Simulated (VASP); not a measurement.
# YbN (F-43m) in VASP: single point with PBE+U

Aim: the single point of YbN with PBE+U.

Everything below comes from runs of VASP 6.6.1. Logs are shortened: lines on timing, memory, paths and dates and some standing lists are left out, and cuts for length are marked.

## 1. The cell of the first run

The structure is cubic, space group F-43m (No. 216). The conventional cell has a = 5.306 Å, b = 5.306 Å, c = 5.306 Å, α = 90.00°, β = 90.00°, γ = 90.00°. Within 3.0 Å of Yb (site symmetry -43m) lie 4 N at 2.30 Å. Within 3.0 Å of N (site symmetry -43m) lie 4 Yb at 2.30 Å.

## 2. Single point, PBE+U, collinear spin, ferromagnetic start

INCAR

```
PREC = Accurate
ENCUT = 910
EDIFF = 1E-6
ISMEAR = 0
SIGMA = 0.05
LREAL = False
LASPH = True
NELM = 200
ALGO = Normal
ISIF = 2
LWAVE = False
LCHARG = False
ISPIN = 2
MAGMOM = 1 0
LORBIT = 11
LMAXMIX = 6
LDAU = True
LDAUTYPE = 2
LDAUL = 3 -1
LDAUU = 6 0
LDAUJ = 0 0
LDAUPRINT = 1
GGA = PE
NBANDS = 26
GGA_COMPAT = False
```

KPOINTS

```
regular mesh
0
Gamma
  6 6 6
```

POSCAR

```
YbN
1.0
    0.0000000000      2.6528496000      2.6528496000
    2.6528496000      0.0000000000      2.6528496000
    2.6528496000      2.6528496000      0.0000000000
Yb N
1 1
Direct
    0.0000000000      0.0000000000      0.0000000000
    0.2500000000      0.2500000000      0.2500000000
```

Potentials or basis: VASP PAW PBE potentials, release 64 (Yb, N_h).

Launch:

```
$ cat potpaw_PBE.64/Yb/POTCAR potpaw_PBE.64/N_h/POTCAR > POTCAR
$ mpirun -np 1 vasp_std > vasp.out
```

OUTCAR:

```text
PREC = Accurate
   ENCUT = 910
   EDIFF = 1E-6
   ISMEAR = 0
   LREAL = False
   LASPH = True
   NELM = 200
   ISIF = 2
   ISPIN = 2
   LORBIT = 11
   GGA = PE

 ion  position               nearest neighbor table
   1  0.000  0.000  0.000-   2 2.30   2 2.30   2 2.30   2 2.30
   2  0.250  0.250  0.250-   1 2.30   1 2.30   1 2.30   1 2.30

  LATTYP: Found a face centered cubic cell.
 ALAT       =     5.3056992000

  Lattice vectors:

 A1 = (   0.0000000000,   2.6528496000,   2.6528496000)
 A2 = (   2.6528496000,   0.0000000000,   2.6528496000)
 A3 = (   2.6528496000,   2.6528496000,   0.0000000000)

Analysis of symmetry for initial positions (statically):
=====================================================================
 Subroutine PRICEL returns:
 Original cell was already a primitive cell.

 Routine SETGRP: Setting up the symmetry group for a
 face centered cubic supercell.

 Subroutine GETGRP returns: Found 24 space group operations
 (whereof 24 operations were pure point group operations)
 out of a pool of 48 trial point group operations.

The static configuration has the point symmetry T_d .

Analysis of symmetry for dynamics (positions and initial velocities):
=====================================================================
 Subroutine PRICEL returns:
 Original cell was already a primitive cell.

 Routine SETGRP: Setting up the symmetry group for a
 face centered cubic supercell.

 Subroutine GETGRP returns: Found 24 space group operations
 (whereof 24 operations were pure point group operations)
 out of a pool of 48 trial point group operations.

The dynamic configuration has the point symmetry T_d .

Analysis of structural, dynamic, and magnetic symmetry:
=====================================================================
 Subroutine PRICEL returns:
 Original cell was already a primitive cell.

 Routine SETGRP: Setting up the symmetry group for a
 face centered cubic supercell.

 Subroutine GETGRP returns: Found 24 space group operations
 (whereof 24 operations were pure point group operations)
 out of a pool of 48 trial point group operations.

The overall configuration has the point symmetry T_d .

 Subroutine INISYM returns: Found 24 space group operations
 (whereof 24 operations are pure point group operations),
 and found     1 'primitive' translations

----------------------------------------------------------------------------------------

                                     Primitive cell

  volume of cell :      37.3394

  direct lattice vectors                    reciprocal lattice vectors
     0.000000000  2.652849600  2.652849600    -0.188476573  0.188476573  0.188476573
     2.652849600  0.000000000  2.652849600     0.188476573 -0.188476573  0.188476573
     2.652849600  2.652849600  0.000000000     0.188476573  0.188476573 -0.188476573

  length of vectors
     3.751695883  3.751695883  3.751695883     0.326451000  0.326451000  0.326451000

  position of ions in fractional coordinates (direct lattice)
     0.000000000  0.000000000  0.000000000
     0.250000000  0.250000000  0.250000000

  ion indices of the primitive-cell ions
   primitive index   ion index
                 1           1
                 2           2

----------------------------------------------------------------------------------------

 KPOINTS: regular mesh

Automatic generation of k-mesh.
 Grid dimensions read from file:
 generate k-points for:    6    6    6

 Generating k-lattice:

[... 60 lines left out ...]
   POTIM  = 0.5000    time-step for ionic-motion
   TEBEG  =    0.0;   TEEND  =   0.0 temperature during run
   PSTRESS=    0.0 pullay stress
   NELECT =      29.0000    total number of electrons
   NUPDOWN=      -1.0000    fix difference up-down
   EMIN   =  10.00;   EMAX   =-10.00  energy-range for DOS
   EFERMI =   0.00;   METHOD = LEGACY
   ISMEAR =     0;   SIGMA  =   0.05  broadening in eV -4-tet -1-fermi 0-gaus
   EFERMI_NEDOS =   21; number of points for ismear=-14 and -15
   IALGO  =     38    algorithm
   IMIX   =      4    mixing-type and parameters
     AMIX     =   0.40;   BMIX     =  1.00
     AMIX_MAG =   1.60;   BMIX_MAG =  1.00
  volume/ion in A,a.u.               =      18.67       125.99
  Fermi-wavevector in a.u.,A,eV,Ry     =   1.504821  2.843700 30.810210  2.264487
  Thomas-Fermi vector in A             =   2.615751
   LORBIT       =     11    0 simple, 1 ext, 2 COOP (PROOUT), +10 PAW based schemes
 LDA+U is selected, type is set to LDAUTYPE =  2
   angular momentum for each species LDAUL =     3   -1
   U (eV)           for each species LDAUU =   6.0  0.0
   J (eV)           for each species LDAUJ =   0.0  0.0
   GGA     = PE    functional components
   LHFCALC =     F    Hartree Fock is set to
   AEXX    =    0.0000 exact exchange contribution
   IVDW    =     0    specifies the selected vdW correction
   LEPSILON=     F    determine dielectric tensor
   LRPA    =     F    only Hartree local field effects (RPA)
 spin polarized calculation
 Gauss-broadening in eV      SIGMA  =   0.05
  energy-cutoff  :      910.00
  volume of cell :       37.34
 maximum number of plane-waves:      2357
 NGX is ok and might be reduce to    40
   NGX = 19   NGY = 19   NGZ = 19

atom =   1  type =  1  l = 3

 onsite density matrix

spin component  1

  0.9994  0.0000 -0.0007  0.0000  0.0000  0.0000 -0.0000
  0.0000  0.9963 -0.0000 -0.0000  0.0000 -0.0000 -0.0000
 -0.0007 -0.0000  0.9998 -0.0000 -0.0000  0.0000  0.0000
  0.0000 -0.0000 -0.0000  0.9988  0.0000 -0.0000 -0.0000
  0.0000  0.0000 -0.0000  0.0000  0.9998 -0.0000  0.0007
  0.0000 -0.0000  0.0000 -0.0000 -0.0000  1.0004 -0.0000
 -0.0000 -0.0000  0.0000 -0.0000  0.0007 -0.0000  0.9994

spin component  2

  0.9388 -0.0000  0.0668 -0.0000  0.0000 -0.0000 -0.0000
 -0.0000  0.9897 -0.0000 -0.0000  0.0000  0.0000 -0.0000
  0.0668 -0.0000  0.9043  0.0000  0.0000 -0.0000 -0.0000
 -0.0000 -0.0000  0.0000  0.9905  0.0000  0.0000  0.0000
  0.0000  0.0000  0.0000  0.0000  0.9043 -0.0000 -0.0668
 -0.0000  0.0000 -0.0000  0.0000 -0.0000  0.8526  0.0000
 -0.0000 -0.0000 -0.0000  0.0000 -0.0668  0.0000  0.9388

 occupancies and eigenvectors

  o =  0.8526  v =  0.0000  0.0000  0.0000  0.0000  0.0000  0.0000  0.0000 -0.0003 -0.0000  0.0003 -0.0000 -0.0189  0.9997 -0.0146      0.0000  0.0000  0.0000  0.0000  0.0000  0.0000  0.0000  0.0000  0.0000  0.0000  0.0000  0.0000  0.0000  0.0000
  o =  0.8526  v =  0.0000  0.0000  0.0000  0.0000  0.0000  0.0000  0.0000  0.0004 -0.0000 -0.0005  0.0000 -0.7903 -0.0239 -0.6122      0.0000  0.0000  0.0000  0.0000  0.0000  0.0000  0.0000  0.0000  0.0000  0.0000  0.0000  0.0000  0.0000  0.0000
  o =  0.8526  v =  0.0000  0.0000  0.0000  0.0000  0.0000  0.0000  0.0000 -0.6124  0.0000  0.7906 -0.0000 -0.0005 -0.0004 -0.0004      0.0000  0.0000  0.0000  0.0000  0.0000  0.0000  0.0000  0.0000  0.0000  0.0000  0.0000  0.0000  0.0000  0.0000
  o =  0.9897  v =  0.0000  0.0000  0.0000  0.0000  0.0000  0.0000  0.0000 -0.0000 -1.0000 -0.0000  0.0000 -0.0000 -0.0000  0.0000      0.0000  0.0000  0.0000  0.0000  0.0000  0.0000  0.0000  0.0000  0.0000  0.0000  0.0000  0.0000  0.0000  0.0000
  o =  0.9905  v =  0.0000  0.0000  0.0000  0.0000  0.0000  0.0000  0.0000 -0.0021 -0.0000 -0.0016 -0.0792  0.6104  0.0000 -0.7881      0.0000  0.0000  0.0000  0.0000  0.0000  0.0000  0.0000  0.0000  0.0000  0.0000  0.0000  0.0000  0.0000  0.0000
  o =  0.9905  v =  0.0000  0.0000  0.0000  0.0000  0.0000  0.0000  0.0000  0.7906 -0.0000  0.6124  0.0010  0.0017 -0.0000 -0.0022      0.0000  0.0000  0.0000  0.0000  0.0000  0.0000  0.0000  0.0000  0.0000  0.0000  0.0000  0.0000  0.0000  0.0000
  o =  0.9905  v =  0.0000  0.0000  0.0000  0.0000  0.0000  0.0000  0.0000 -0.0010  0.0000 -0.0008  0.9969  0.0485  0.0000 -0.0626      0.0000  0.0000  0.0000  0.0000  0.0000  0.0000  0.0000  0.0000  0.0000  0.0000  0.0000  0.0000  0.0000  0.0000
  o =  0.9963  v =  0.0000  1.0000  0.0000 -0.0000 -0.0000 -0.0000  0.0000  0.0000  0.0000  0.0000  0.0000  0.0000  0.0000  0.0000      0.0000  0.0000  0.0000  0.0000  0.0000  0.0000  0.0000  0.0000  0.0000  0.0000  0.0000  0.0000  0.0000  0.0000
  o =  0.9988  v =  0.0000  0.0000  0.0000  0.9031 -0.2630  0.0000  0.3395  0.0000  0.0000  0.0000  0.0000  0.0000  0.0000  0.0000      0.0000  0.0000  0.0000  0.0000  0.0000  0.0000  0.0000  0.0000  0.0000  0.0000  0.0000  0.0000  0.0000  0.0000
  o =  0.9988  v = -0.7906  0.0000 -0.6124  0.0000  0.0000  0.0000 -0.0000  0.0000  0.0000  0.0000  0.0000  0.0000  0.0000  0.0000      0.0000  0.0000  0.0000  0.0000  0.0000  0.0000  0.0000  0.0000  0.0000  0.0000  0.0000  0.0000  0.0000  0.0000
  o =  0.9988  v =  0.0000 -0.0000 -0.0000 -0.4295 -0.5530 -0.0000  0.7140  0.0000  0.0000  0.0000  0.0000  0.0000  0.0000  0.0000      0.0000  0.0000  0.0000  0.0000  0.0000  0.0000  0.0000  0.0000  0.0000  0.0000  0.0000  0.0000  0.0000  0.0000
  o =  1.0004  v = -0.6124 -0.0000  0.7906 -0.0000 -0.0000 -0.0000  0.0000  0.0000  0.0000  0.0000  0.0000  0.0000  0.0000  0.0000      0.0000  0.0000  0.0000  0.0000  0.0000  0.0000  0.0000  0.0000  0.0000  0.0000  0.0000  0.0000  0.0000  0.0000
  o =  1.0004  v =  0.0000 -0.0000  0.0000 -0.0000 -0.7859 -0.1087 -0.6087  0.0000  0.0000  0.0000  0.0000  0.0000  0.0000  0.0000      0.0000  0.0000  0.0000  0.0000  0.0000  0.0000  0.0000  0.0000  0.0000  0.0000  0.0000  0.0000  0.0000  0.0000
  o =  1.0004  v =  0.0000 -0.0000 -0.0000  0.0000  0.0859 -0.9941  0.0666  0.0000  0.0000  0.0000  0.0000  0.0000  0.0000  0.0000      0.0000  0.0000  0.0000  0.0000  0.0000  0.0000  0.0000  0.0000  0.0000  0.0000  0.0000  0.0000  0.0000  0.0000

 number of electron      29.0000002 magnetization       1.0001337

 Free energy of the ion-electron system (eV)
  ---------------------------------------------------
  ext. energy  EPLUGINS =         0.00000000
  ---------------------------------------------------
  free energy    TOTEN  =       -12.08295090 eV

  energy without entropy =      -12.07887161  energy(sigma->0) =      -12.08091126

 E-fermi :   0.8712     XC(G=0): -10.2583

 val. band max:        0.8335778450   @ k =  -0.3333   0.3333   0.0000
 cond. band min:       0.8784515756   @ k =   0.3333   0.1667   0.0000
 fundamental gap:      0.0448737306
 Fermi energy:         0.8712083467

 spin component 1

 k-point     1 :       0.0000    0.0000    0.0000
  band No.  band energies     occupation
      1     -48.7446      1.00000
      2     -20.8875      1.00000
      3     -20.8875      1.00000
      4     -20.8875      1.00000
      5     -11.7327      1.00000
      6      -1.2419      1.00000
[... 453 lines left out ...]
     25      19.2255      0.00000
     26      19.7160      0.00000
 Fermi energy:         0.8712083467

 spin component 2

 k-point     1 :       0.0000    0.0000    0.0000
  band No.  band energies     occupation
      1     -48.5314      1.00000
      2     -20.7411      1.00000
      3     -20.7411      1.00000
      4     -20.7411      1.00000
      5     -11.0948      1.00000
      6      -0.8267      1.00000
[... 453 lines left out ...]
     25      19.3450      0.00000
     26      20.0643      0.00000

------------------------ aborting loop because EDIFF is reached ----------------------------------------

  FORCE on cell =-STRESS in cart. coord.  units (eV):
  Direction    XX          YY          ZZ          XY          YZ          ZX
  --------------------------------------------------------------------------------------
  -------------------------------------------------------------------------------------
  Total       -0.9737491     -0.9737491     -0.9737491      0.0000000     -0.0000000      0.0000000
  in kB      -41.7820526    -41.7820526    -41.7820526      0.0000000     -0.0000000      0.0000000
  external PRESSURE =     -41.7820526 kB  Pullay stress =       0.0000000 kB

 VOLUME and BASIS-vectors are now :
 -----------------------------------------------------------------------------
  energy-cutoff  :      910.00
  volume of cell :       37.34
      direct lattice vectors                 reciprocal lattice vectors
     0.000000000  2.652849600  2.652849600    -0.188476573  0.188476573  0.188476573
     2.652849600  0.000000000  2.652849600     0.188476573 -0.188476573  0.188476573
     2.652849600  2.652849600  0.000000000     0.188476573  0.188476573 -0.188476573

 POSITION                                       TOTAL-FORCE (eV/Angst)
 -----------------------------------------------------------------------------------
      0.00000      0.00000      0.00000         0.000000      0.000000      0.000000
      1.32642      1.32642      1.32642        -0.000000     -0.000000     -0.000000
 -----------------------------------------------------------------------------------
    total drift:                                0.000000      0.000000     -0.000000

  FREE ENERGIE OF THE ION-ELECTRON SYSTEM (eV)
  ---------------------------------------------------
  free  energy   TOTEN  =       -12.0829508991 eV

  energy  without entropy=      -12.0788716129  energy(sigma->0) =      -12.08091126

 total charge

# of ion       s       p       d       f       tot
--------------------------------------------------
    1        2.162   6.083   0.542  13.499  22.285
    2        0.745   1.423   0.000   0.000   2.168
--------------------------------------------------
tot          2.907   7.506   0.542  13.499  24.454

 magnetization (x)

# of ion       s       p       d       f       tot
--------------------------------------------------
    1       -0.002   0.022   0.020   0.475   0.514
    2        0.007   0.220   0.000   0.000   0.227
--------------------------------------------------
tot          0.005   0.241   0.020   0.475   0.741
```

It took 2.5 min on 1 thread of Intel Xeon Platinum 8375C at 2.90GHz (Ice Lake), shared host; peak memory 0.33 GiB.

Results:

- Free energy: -12.0830 eV
- Pressure: -4.2 GPa
- Band gap on the k mesh: zero (filled and empty bands overlap)
- Net moment: 1.00 μB per cell
- Site moments: Yb +0.51; N +0.23 μB
- Valence electrons inside the program's atomic spheres: Yb 22.29; N 2.17

Eigenvalues of the final occupation matrices:
```tsv
site	spin	trace	eigenvalues
site 1 f	1	6.99	1.00 1.00 1.00 1.00 1.00 1.00 1.00
site 1 f	2	6.52	0.85 0.85 0.85 0.99 0.99 0.99 0.99
```

Caveat: the cutoff is under 1.25 times the usual one of these potentials, so pressure, stress and relaxed cells hold a basis-set (Pulay) error; the cell stands under tension; spin-orbit coupling is left out, which moves the levels of the heavy elements. The state reached can hang on the start; a lower one may exist.
